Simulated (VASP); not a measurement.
# WS2 (R3m) in VASP: notebook

WS2 is run at these levels: PBEsol; tasks: single point.

Everything below comes from runs of VASP 6.6.1. Logs are shortened: lines on timing, memory, paths and dates and some standing lists are left out, and cuts for length are marked.

## (1) The cell of the first run

Symmetry: R3m, No. 160, trigonal system. Conventional cell: a = 3.158 Å, b = 3.158 Å, c = 17.011 Å, α = 90.00°, β = 90.00°, γ = 120.00°. Within 3.2 Å of W (site symmetry 3m) lie 6 S at 2.31 to 2.33 Å and 6 W at 3.16 Å. S (site symmetry 3m) has 3 W at 2.31 Å and 7 S at 2.88 to 3.16 Å within 3.2 Å. Within 3.2 Å of S (site symmetry 3m) lie 3 W at 2.33 Å and 7 S at 2.88 to 3.16 Å.

## (2) Single point, PBEsol (strain +0.000 along x and y, -0.080 along z)

Contents of INCAR:

```
SYSTEM = WS2
PREC     = Accurate       ! precision mode
ENCUT    = 520            ! plane-wave cutoff, eV
EDIFF    = 1E-6           ! SCF threshold, eV
ISMEAR   = 0              ! smearing method
SIGMA    = 0.05           ! smearing width, eV
LREAL    = .False.        ! projectors in reciprocal space
LASPH    = .True.         ! aspherical terms in the spheres
NELM     = 80             ! most SCF steps
ALGO     = Normal         ! electronic algorithm
ISIF     = 2              ! what is computed and relaxed
LWAVE    = .False.        ! write WAVECAR
LCHARG   = .False.        ! write CHGCAR
GGA      = PS             ! functional
NBANDS   = 20             ! bands
```

Contents of KPOINTS:

```
regular mesh
0
Gamma
  12 12 12
  0 0 0
```

Contents of POSCAR:

```
WS2
1.0
    1.5790003843      0.9116362969      5.6702636000
   -1.5790003843      0.9116362969      5.6702636000
    0.0000000000     -1.8232725938      5.6702636000
W S
1 2
Direct
    0.0000000000      0.0000000000      0.0000000000
    0.7503000000      0.7503000000      0.7503000000
    0.5810000000      0.5810000000      0.5810000000
```

Potentials or basis: VASP PAW PBE potentials, release 64 (W_sv, S).

On the command line:

```sh
cat potpaw_PBE.64/W_sv/POTCAR potpaw_PBE.64/S/POTCAR > POTCAR
mpirun -np 1 vasp_std > vasp.out
```

OUTCAR:

```text
SYSTEM = WS2
   PREC = Accurate
   ENCUT = 520
   EDIFF = 1E-6
   ISMEAR = 0
   LREAL = .False.
   LASPH = .True.
   NELM = 80
   ISIF = 2
   GGA = PS

 ion  position               nearest neighbor table
   1  0.000  0.000  0.000-   2 2.31   2 2.31   2 2.31   3 2.33   3 2.33   3 2.33
   2  0.750  0.750  0.750-   1 2.31   1 2.31   1 2.31
   3  0.581  0.581  0.581-   1 2.33   1 2.33   1 2.33

  LATTYP: Found a trigonal (rhomboedric) cell.
 ALAT       =     5.9561910853
 COS(alpha) =     0.8594414648

  Lattice vectors:

 A1 = (   1.5790003843,   0.9116362969,   5.6702636000)
 A2 = (  -1.5790003843,   0.9116362969,   5.6702636000)
 A3 = (   0.0000000000,  -1.8232725938,   5.6702636000)

Analysis of symmetry for initial positions (statically):
=====================================================================
 Subroutine PRICEL returns:
 Original cell was already a primitive cell.

 Routine SETGRP: Setting up the symmetry group for a
 trigonal (rhombohedral) supercell.

 Subroutine GETGRP returns: Found  6 space group operations
 (whereof  6 operations were pure point group operations)
 out of a pool of 12 trial point group operations.

The static configuration has the point symmetry C_3v.

Analysis of symmetry for dynamics (positions and initial velocities):
=====================================================================
 Subroutine PRICEL returns:
 Original cell was already a primitive cell.

 Routine SETGRP: Setting up the symmetry group for a
 trigonal (rhombohedral) supercell.

 Subroutine GETGRP returns: Found  6 space group operations
 (whereof  6 operations were pure point group operations)
 out of a pool of 12 trial point group operations.

The dynamic configuration has the point symmetry C_3v.

 Subroutine INISYM returns: Found  6 space group operations
 (whereof  6 operations are pure point group operations),
 and found     1 'primitive' translations

----------------------------------------------------------------------------------------

                                     Primitive cell

  volume of cell :      48.9732

  direct lattice vectors                    reciprocal lattice vectors
[... 83 lines left out ...]
   ISPIN  =      1    spin polarized calculation?
   LNONCOLLINEAR =      F non collinear calculations
   LSORBIT =      F    spin-orbit coupling
   LASPH  =      T    aspherical Exc in radial PAW
   ENCUT  =  520.0 eV  38.22 Ry    6.18 a.u.  11.07 11.07 11.07*2*pi/ulx,y,z
   NELM   =     80;   NELMIN=  2; NELMDL= -5     # of ELM steps
   EDIFF  = 0.1E-05   stopping-criterion for ELM
   LREAL  =      F    real-space projection
   EDIFFG = 0.1E-04   stopping-criterion for IOM
   NSW    =      0    number of steps for IOM
   IBRION =     -1    ionic relax: 0-MD 1-quasi-New 2-CG
   NFREE  =      0    steps in history (QN), initial steepest desc. (CG)
   ISIF   =      2    stress and relaxation
   ISYM   =      2    0-nonsym 1-usesym 2-fastsym
   POTIM  = 0.5000    time-step for ionic-motion
   TEBEG  =    0.0;   TEEND  =   0.0 temperature during run
   PSTRESS=    0.0 pullay stress
   NELECT =      26.0000    total number of electrons
   NUPDOWN=      -1.0000    fix difference up-down
   EMIN   =  10.00;   EMAX   =-10.00  energy-range for DOS
   EFERMI =   0.00;   METHOD = LEGACY
   ISMEAR =     0;   SIGMA  =   0.05  broadening in eV -4-tet -1-fermi 0-gaus
   EFERMI_NEDOS =   21; number of points for ismear=-14 and -15
   IALGO  =     38    algorithm
   IMIX   =      4    mixing-type and parameters
     AMIX     =   0.40;   BMIX     =  1.00
     AMIX_MAG =   1.60;   BMIX_MAG =  1.00
  volume/ion in A,a.u.               =      16.32       110.16
  Fermi-wavevector in a.u.,A,eV,Ry     =   1.325602  2.505025 23.908440  1.757221
  Thomas-Fermi vector in A             =   2.455051
   LORBIT       =      0    0 simple, 1 ext, 2 COOP (PROOUT), +10 PAW based schemes
   GGA     = PS    functional components
   LHFCALC =     F    Hartree Fock is set to
   AEXX    =    0.0000 exact exchange contribution
   IVDW    =     0    specifies the selected vdW correction
   LEPSILON=     F    determine dielectric tensor
   LRPA    =     F    only Hartree local field effects (RPA)
 non-spin polarized calculation
 Gauss-broadening in eV      SIGMA  =   0.05
  energy-cutoff  :      520.00
  volume of cell :       48.97
 maximum number of plane-waves:      1337
 NGX is ok and might be reduce to    48
   NGX = 23   NGY = 23   NGZ = 23

 number of electron      26.0000000 magnetization

 Free energy of the ion-electron system (eV)
  ---------------------------------------------------
  ext. energy  EPLUGINS =         0.00000000
  ---------------------------------------------------
  free energy    TOTEN  =       -24.88624941 eV

  energy without entropy =      -24.88599628  energy(sigma->0) =      -24.88612285

 E-fermi :   9.0926     XC(G=0): -11.5487

 val. band max:        9.0691021128   @ k =   0.3333   0.3333   0.3333
 cond. band min:       9.1296328204   @ k =  -0.1667   0.5000   0.1667
 fundamental gap:      0.0605307076
 Fermi energy:         9.0926455791

 k-point     1 :       0.0000    0.0000    0.0000
  band No.  band energies     occupation
      1     -66.0085      2.00000
      2     -30.3436      2.00000
      3     -30.2040      2.00000
      4     -30.2040      2.00000
      5      -7.8287      2.00000
      6      -5.0290      2.00000
[... 541 lines left out ...]
     19      16.8067      0.00000
     20      17.2944      0.00000

 [... further k-points ...]

------------------------ aborting loop because EDIFF is reached ----------------------------------------

  FORCE on cell =-STRESS in cart. coord.  units (eV):
  Direction    XX          YY          ZZ          XY          YZ          ZX
  --------------------------------------------------------------------------------------
  -------------------------------------------------------------------------------------
  Total        3.4053414      3.4053414      9.0117063      0.0000000      0.0000000      0.0000000
  in kB      111.4071069    111.4071069    294.8215785      0.0000000      0.0000000      0.0000000
  external PRESSURE =     172.5452641 kB  Pullay stress =       0.0000000 kB

 VOLUME and BASIS-vectors are now :
 -----------------------------------------------------------------------------
  energy-cutoff  :      520.00
  volume of cell :       48.97
      direct lattice vectors                 reciprocal lattice vectors
     1.579000384  0.911636297  5.670263600     0.316656034  0.182821447  0.058786215
    -1.579000384  0.911636297  5.670263600    -0.316656034  0.182821447  0.058786215
     0.000000000 -1.823272594  5.670263600     0.000000000 -0.365642893  0.058786215

 POSITION                                       TOTAL-FORCE (eV/Angst)
 -----------------------------------------------------------------------------------
      0.00000      0.00000      0.00000         0.000000     -0.000000     -0.697856
      0.00000      0.00000     12.76320         0.000000      0.000000      3.125145
      0.00000      0.00000      9.88327         0.000000      0.000000     -2.427289
 -----------------------------------------------------------------------------------
    total drift:                                0.000000      0.000000     -0.000019

  FREE ENERGIE OF THE ION-ELECTRON SYSTEM (eV)
  ---------------------------------------------------
  free  energy   TOTEN  =       -24.8862494131 eV

  energy  without entropy=      -24.8859962776  energy(sigma->0) =      -24.88612285
```

It took 14 min on 1 thread of Intel Xeon 8259CL, shared host; peak memory 0.43 GiB.

What came out:

* Free energy: -24.8862 eV
* Pressure: 17.3 GPa
* Largest force: 3.125 eV/Å
* Band gap on the k mesh: zero (bands 13 and 14 overlap by 0.07 eV)

Forces on the atoms (eV/Å):
```
W    0.000  0.000 -0.698
S    0.000  0.000  3.125
S    0.000  0.000 -2.427
```

Caveat: the cell differs from its parent crystal (strain +0.000 along x and y, -0.080 along z); the stress differs along the axes, from 11 to 29 GPa; the PAW data sets were made with another functional, which shifts forces and pressure a little; spin-orbit coupling is left out, which moves the levels of the heavy elements.

## (3) Single point, PBEsol (strain +0.040 along x and y, -0.080 along z)

Contents of INCAR:

```
SYSTEM = WS2
PREC = Accurate ; ENCUT = 520
EDIFF = 1E-7 ; ISMEAR = 0
SIGMA = 0.05 ; LREAL = .FALSE.
LASPH = .TRUE. ; NELM = 100
ALGO = Normal ; ISIF = 2
LWAVE = .FALSE. ; LCHARG = .FALSE.
GGA = PS ; NBANDS = 20
```

Contents of KPOINTS:

```
Automatic mesh
0
G
  12 12 12
  0 0 0
```

Contents of POSCAR:

```
WS2
1.0
    1.6421603996      0.9481017488      5.6702636000
   -1.6421603996      0.9481017488      5.6702636000
    0.0000000000     -1.8962034976      5.6702636000
W S
1 2
Direct
    0.0000000000      0.0000000000      0.0000000000
    0.7503000000      0.7503000000      0.7503000000
    0.5810000000      0.5810000000      0.5810000000
```

Potentials or basis: VASP PAW PBE potentials, release 64 (W_sv, S).

On the command line:

```sh
cat potpaw_PBE.64/W_sv/POTCAR potpaw_PBE.64/S/POTCAR > POTCAR
mpirun -np 1 vasp_std > vasp.out
```

Run time: 15 min. Hardware: 1 thread of Intel Xeon 8259CL, shared host; peak memory 0.44 GiB.

Results (log left out):

```yaml
Free_energy: -24.9433 eV
Pressure: 1.7 GPa
Largest_force: 1.885 eV/Å
Band_gap_on_the_k_mesh: zero (bands 13 and 14 overlap by 0.33 eV)
```

Forces on the atoms (eV/Å):
```
W    0.000  0.000 -0.570
S    0.000  0.000  1.885
S    0.000  0.000 -1.315
```

Stress tensor (GPa, compression positive):
```
-5.60  0.00  0.00
 0.00 -5.60  0.00
 0.00  0.00 16.23
```

Levels at points of the mesh, in eV from the Fermi level:
```tsv
k point	band 11	band 12	band 13	band 14	band 15	band 16
(0.00, 0.00, 0.00)	-3.27	-0.87	-0.59	1.55	1.55	2.38
(0.50, 0.00, 0.00)	-2.74	-2.28	-1.86	1.35	1.67	3.20
(0.50, 0.50, 0.00)	-3.04	-2.99	-1.85	1.25	1.68	2.83
(0.50, 0.50, 0.50)	-3.20	-3.20	0.34	1.76	1.76	2.08
```

Caveat: the cell differs from its parent crystal (strain +0.040 along x and y, -0.080 along z); the stress differs along the axes, from -6 to 16 GPa; the PAW data sets were made with another functional, which shifts forces and pressure a little; spin-orbit coupling is left out, which moves the levels of the heavy elements.

## (4) Single point, PBEsol (strain +0.080 along x and y, -0.080 along z)

Contents of INCAR:

```
PREC = Accurate
ENCUT = 520
EDIFF = 1E-6
ISMEAR = 0
SIGMA = 0.05
LREAL = False
LASPH = True
NELM = 60
ALGO = Normal
ISIF = 2
LWAVE = False
LCHARG = True
GGA = PS
LELF = True
LVHAR = True
NBANDS = 20
```

Contents of KPOINTS:

```
regular mesh
0
Gamma
  12 12 12
```

Contents of POSCAR:

```
WS2
1.0
    1.7053204150      0.9845672007      5.6702636000
   -1.7053204150      0.9845672007      5.6702636000
    0.0000000000     -1.9691344013      5.6702636000
W S
1 2
Direct
    0.0000000000      0.0000000000      0.0000000000
    0.7503000000      0.7503000000      0.7503000000
    0.5810000000      0.5810000000      0.5810000000
```

On the command line:

```sh
cat potpaw_PBE.64/W_sv/POTCAR potpaw_PBE.64/S/POTCAR > POTCAR
mpirun -np 1 vasp_std > vasp.out
```

Wall time 14 min (1 thread of Intel Xeon 8259CL, shared host); peak memory 0.45 GiB.

Results (log left out):

```yaml
Free_energy: -24.6421 eV
Pressure: -9.0 GPa
Largest_force: 0.911 eV/Å
Band_gap_on_the_k_mesh: zero (bands 13 and 14 overlap by 0.44 eV)
```

Forces on the atoms (eV/Å):
```
W    0.000  0.000 -0.458
S    0.000  0.000  0.911
S    0.000  0.000 -0.454
```

Stress tensor (GPa, compression positive):
```
-17.01   0.00   0.00
  0.00 -17.01   0.00
  0.00   0.00   7.03
```

Levels at points of the mesh, in eV from the Fermi level:
| k point | band 11 | band 12 | band 13 | band 14 | band 15 | band 16 |
| --- | --- | --- | --- | --- | --- | --- |
| (0.00, 0.00, 0.00) | -3.14 | -0.51 | -0.23 | 1.44 | 1.44 | 2.24 |
| (0.50, 0.00, 0.00) | -2.78 | -1.97 | -1.54 | 1.12 | 1.26 | 3.09 |
| (0.50, 0.50, 0.00) | -3.07 | -2.59 | -1.61 | 1.02 | 1.26 | 2.70 |
| (0.50, 0.50, 0.50) | -3.07 | -3.07 | 0.34 | 1.65 | 1.65 | 1.94 |

Caveat: the cell differs from its parent crystal (strain +0.080 along x and y, -0.080 along z); the stress differs along the axes, from -17 to 7 GPa; the PAW data sets were made with another functional, which shifts forces and pressure a little; spin-orbit coupling is left out, which moves the levels of the heavy elements.

## (5) Single point, PBEsol (strain +0.080 along x and y, -0.040 along z)

Contents of INCAR:

```
ALGO = Normal ; EDIFF = 1E-6
ENCUT = 520 ; GGA = PS
ISIF = 2 ; ISMEAR = 0
LASPH = T ; LCHARG = F
LREAL = F ; LWAVE = F
NBANDS = 20 ; NELM = 60
PREC = Accurate ; SIGMA = 0.05
```

Contents of KPOINTS:

```
k-points
0
Gamma
  12 12 12
```

Contents of POSCAR:

```
WS2
1.0
    1.7053204150      0.9845672007      5.9167968000
   -1.7053204150      0.9845672007      5.9167968000
    0.0000000000     -1.9691344013      5.9167968000
W S
1 2
Direct
    0.0000000000      0.0000000000      0.0000000000
    0.7503000000      0.7503000000      0.7503000000
    0.5810000000      0.5810000000      0.5810000000
```

On the command line:

```sh
cat potpaw_PBE.64/W_sv/POTCAR potpaw_PBE.64/S/POTCAR > POTCAR
mpirun -np 1 vasp_std > vasp.out
```

Wall time 15 min (1 thread of Intel Xeon 8259CL, shared host); peak memory 0.45 GiB.

The run converged. Its results:

| Quantity | Value |
| --- | --- |
| Free energy | -24.6744 eV |
| Pressure | -14.1 GPa |
| Largest force | 0.633 eV/Å |
| Band gap on the k mesh | zero (bands 13 and 14 overlap by 0.03 eV) |

Forces in eV/Å, atoms in the order of the input:
```
W    0.000  0.000 -0.444
S    0.000  0.000 -0.189
S    0.000  0.000  0.633
```

Stress tensor (GPa, compression positive):
```
-19.74   0.00   0.00
  0.00 -19.74   0.00
  0.00   0.00  -2.80
```

Levels at points of the mesh, in eV from the Fermi level:
```csv
k point,band 11,band 12,band 13,band 14,band 15,band 16
"(0.00, 0.00, 0.00)",-2.97,-0.94,-0.60,1.37,1.37,1.95
"(0.50, 0.00, 0.00)",-2.62,-2.21,-1.65,1.10,1.33,2.88
"(0.50, 0.50, 0.00)",-2.86,-2.79,-1.63,1.03,1.34,2.51
"(0.50, 0.50, 0.50)",-2.91,-2.91,0.06,1.54,1.54,1.72
```

Caveat: the cell differs from its parent crystal (strain +0.080 along x and y, -0.040 along z); the stress differs along the axes, from -20 to -3 GPa; the PAW data sets were made with another functional, which shifts forces and pressure a little; spin-orbit coupling is left out, which moves the levels of the heavy elements.

## (6) Single point, PBEsol (strain -0.080 along x and y, -0.080 along z)

Contents of INCAR:

```
SYSTEM = WS2
  PREC = Accurate
  ENCUT = 520
  EDIFF = 1E-6
  ISMEAR = 0
  SIGMA = 0.05
  LREAL = .False.
  LASPH = .True.
  NELM = 60
  ALGO = Normal
  ISIF = 2
  LWAVE = .False.
  LCHARG = .False.
  GGA = PS
  NBANDS = 20
```

Contents of KPOINTS:

```
Automatic mesh
0
Gamma
  12 12 12
  0 0 0
```

Contents of POSCAR:

```
WS2
1.0
    1.4526803535      0.8387053932      5.6702636000
   -1.4526803535      0.8387053932      5.6702636000
    0.0000000000     -1.6774107863      5.6702636000
W S
1 2
Direct
    0.0000000000      0.0000000000      0.0000000000
    0.7503000000      0.7503000000      0.7503000000
    0.5810000000      0.5810000000      0.5810000000
```

Potentials or basis: VASP PAW PBE potentials, release 64 (W_sv, S).

On the command line:

```sh
cat potpaw_PBE.64/W_sv/POTCAR potpaw_PBE.64/S/POTCAR > POTCAR
mpirun -np 1 vasp_std > vasp.out
```

Wall time 14 min (1 thread of Intel Xeon 8259CL, shared host); peak memory 0.42 GiB.

The run converged. Its results:

```yaml
Free_energy: -23.1742 eV
Pressure: 71.4 GPa
Largest_force: 6.768 eV/Å
Band_gap_on_the_k_mesh: 0.63 eV (least direct gap 2.55 eV)
```

Forces on the atoms (eV/Å):
```
W    0.000  0.000 -1.033
S    0.000  0.000  6.768
S    0.000  0.000 -5.734
```

Stress tensor (GPa, compression positive):
```
69.15  0.00  0.00
 0.00 69.15  0.00
 0.00  0.00 75.80
```

Levels at points of the mesh, in eV from the valence-band top:
```
           k point  band 10  band 11  band 12  band 13  band 14  band 15  band 16  band 17
(0.00, 0.00, 0.00)    -3.17    -3.17    -2.49    -1.80     2.37     2.37     3.30     3.30
(0.50, 0.00, 0.00)    -5.65    -3.21    -2.55    -2.12     2.78     2.87     3.65     4.62
(0.50, 0.50, 0.00)    -5.55    -4.23    -2.43    -2.13     2.78     2.82     3.59     5.34
(0.50, 0.50, 0.50)    -5.02    -3.13    -3.13     0.00     2.55     2.55     3.02     3.02
```

Caveat: the cell differs from its parent crystal (strain -0.080 along x and y, -0.080 along z); the stress differs along the axes, from 69 to 76 GPa; the PAW data sets were made with another functional, which shifts forces and pressure a little; spin-orbit coupling is left out, which moves the levels of the heavy elements. A k mesh can miss the band edges.

## (7) The runs side by side

```tsv
cell	gap on the mesh (eV)	pressure (GPa)	largest force (eV/Å)
a = 5.956 Å, angles 30.7°, 3 atoms	none	17.3	3.13
a = 5.979 Å, angles 31.9°, 3 atoms	none	1.7	1.88
a = 6.002 Å, angles 33.0°, 3 atoms	none	-9.0	0.91
a = 6.236 Å, angles 31.7°, 3 atoms	none	-14.1	0.63
a = 5.913 Å, angles 28.4°, 3 atoms	0.63	71.4	6.77
```

Alike in all rows: task single point; level PBEsol; potentials or basis VASP PAW PBE potentials, release 64 (W_sv, S); no spin polarisation; k mesh 12 × 12 × 12; cutoff (eV) 520; smearing gaussian 0.05 eV.

Caveats: the PAW data sets were made with another functional, which shifts forces and pressure a little; spin-orbit coupling is left out, which moves the levels of the heavy elements; the stress differs along the axes, from 11 to 29 GPa (at least some runs); the stress differs along the axes, from -6 to 16 GPa (at least some runs); the stress differs along the axes, from -17 to 7 GPa (at least some runs); the stress differs along the axes, from -20 to -3 GPa (at least some runs); the stress differs along the axes, from 69 to 76 GPa (at least some runs).

Total energies depend on the potentials used, so only differences within one code and one set of settings carry meaning.

The gap in the log of VASP goes by the Fermi energy; the results here count the filled bands.